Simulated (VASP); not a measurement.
Set up this calculation in VASP 6.6.1, as the native input.

```yaml
Task: single point
Functional: LDA
Potentials_or_basis: VASP PAW LDA potentials, release 64 (Pb_d)
Cutoff: 520 eV
k_mesh: 12 × 12 × 6
Occupations: gaussian, width 0.1 eV
Spin: no spin polarisation
Dipole_correction: no
Further_INCAR_settings: ALGO = Fast; EDIFF = 1e-06; NBANDS = 36
```

The structure of Pb lies in POSCAR:

```
Pb
1.0
    4.8123045368      0.0000000000      0.0000000000
   -2.4061522684      4.1675779796      0.0000000000
    0.0000000000      0.0000000000      7.9190478275
Pb
4
Direct
    0.3333333333      0.6666666667      0.0627154156
    0.6666666667      0.3333333333      0.5627154156
    0.3333333333      0.6666666667      0.4372845844
    0.6666666667      0.3333333333      0.9372845844
```

The input as run:

INCAR

```
ALGO = Fast ; EDIFF = 1E-6
ENCUT = 520 ; ISIF = 2
ISMEAR = 0 ; LASPH = True
LCHARG = False ; LREAL = False
LWAVE = False ; NBANDS = 36
NELM = 100 ; PREC = Accurate
SIGMA = 0.1
```

KPOINTS

```
k-points
0
Gamma
  12 12 6
```

Potentials or basis: VASP PAW LDA potentials, release 64 (Pb_d).

Launch:

```console
$ cat potpaw_LDA.64/Pb_d/POTCAR > POTCAR
$ mpirun -np 1 vasp_std > vasp.out
```

Results of the run:

| Property | Result |
| --- | --- |
| Pressure | 0.0 GPa |
| Band gap on the k mesh | zero (band 28 reaches 4.59 eV, above the bottom of band 29 at 3.99 eV) |

Caveat: spin-orbit coupling is left out, which moves the levels of the heavy elements.

Wall time 3.2 min on 1 thread of Intel(R) Xeon(R) 6975P-C (Granite Rapids), on a shared host, peak memory 0.42 GiB.
